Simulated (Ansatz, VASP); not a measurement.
Two plane-wave programs on Hg

```
Hg
1.0
    -4.81983    4.82416    2.59125
     4.82416   -4.81983    2.59125
     4.82211    4.82211   -2.58333
Hg
2
Cartesian
  9.6447 0.0038 0.0079
  0.0037 4.8227 1.2996
```

Alike in both runs: task single point; functional BLYP; k mesh 8 × 8 × 5; occupations fermi-dirac, width 0.1 eV; no spin polarisation.

|  | VASP | Ansatz |
| --- | --- | --- |
| version | VASP 6.6.1 | Ansatz 0.2.0 |
| potentials or method | VASP PAW PBE potentials, release 64 (Hg), cutoff 520 eV | plane waves (420 eV) with PAW, scalar-relativistic |
| valence electrons in the cell | 24 | 40 |

|  | VASP | Ansatz | Ansatz less VASP |
| --- | --- | --- | --- |
| pressure (GPa) | 0.0 | 0.0 | +0.02 |

VASP's potentials were made for PBE, not for BLYP. With one functional, cell and mesh, what is left measures potentials, basis and numerics. VASP's potentials hold 24 valence electrons a cell and Ansatz's 40, so a difference there can come from the potentials and not from the codes.

Spin-orbit coupling is off throughout.
